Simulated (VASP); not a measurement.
Wanted: the native input for a VASP 6.6.1 run.

```yaml
Task: single point
Functional: r2SCAN
Potentials_or_basis: VASP PAW PBE potentials, release 64 (Ba_sv, S)
Cutoff: 520 eV
k_mesh: 6 × 6 × 4
Occupations: gaussian, width 0.01 eV
Spin: no spin polarisation
Dipole_correction: no
Further_INCAR_settings: ALGO = Normal; EDIFF = 1e-06; NBANDS = 24
```

BaS:

```
Ba S
1.0
     5.43515    0.00000    0.00000
    -2.71757    4.70697    0.00000
     0.00000    0.00000    6.44653
Ba S
2 2
Direct
  0.33333 0.66667 0.93750
  0.66667 0.33333 0.43750
  0.33333 0.66667 0.43750
  0.66667 0.33333 0.93750
```

The input as run:

POSCAR

```
BaS
1.0
    5.4351451025      0.0000000000      0.0000000000
   -2.7175725512      4.7069737320      0.0000000000
    0.0000000000      0.0000000000      6.4465284974
Ba S
2 2
Direct
    0.3333333333      0.6666666667     -0.0625000000
    0.6666666667      0.3333333333      0.4375000000
    0.3333333333      0.6666666667      0.4375000000
    0.6666666667      0.3333333333      0.9375000000
```

INCAR.step1

```
SYSTEM = BaS
PREC = Accurate
ENCUT = 520
ISMEAR = 0
SIGMA = 0.01
LREAL = .False.
LASPH = .True.
NELM = 60
NBANDS = 24
GGA = PE
ALGO = Normal
EDIFF = 1E-4
LWAVE = .True.
LCHARG = .False.
```

INCAR.step2

```
SYSTEM = BaS
PREC = Accurate
ENCUT = 520
EDIFF = 1E-6
ISMEAR = 0
SIGMA = 0.01
LREAL = .False.
LASPH = .True.
NELM = 60
ALGO = Normal
ISIF = 2
LWAVE = .False.
LCHARG = .False.
METAGGA = R2SCAN
LMIXTAU = .True.
NBANDS = 24
ISTART = 1
```

KPOINTS

```
Automatic mesh
0
Gamma
  6 6 4
  0 0 0
```

Potentials or basis: VASP PAW PBE potentials, release 64 (Ba_sv, S).

Command:

```sh
$ cat potpaw_PBE.64/Ba_sv/POTCAR potpaw_PBE.64/S/POTCAR > POTCAR
$ cp INCAR.step1 INCAR
$ mpirun -np 1 vasp_std > vasp.out
$ cp INCAR.step2 INCAR
$ mpirun -np 1 vasp_std > vasp.out
```

It gave:

```yaml
Pressure: -0.6 GPa
Band_gap_on_the_k_mesh: 2.86 eV (least direct gap 3.00 eV)
```

Caveat: the structure was generated, so it needn't be the stable form of BaS; the PAW data sets were made with another functional, which shifts forces and pressure a little; spin-orbit coupling is left out, which moves the levels of the heavy elements.

Run time: 7.4 min on 1 thread of Intel Xeon 8259CL, with other jobs on the host, peak memory 0.33 GiB.
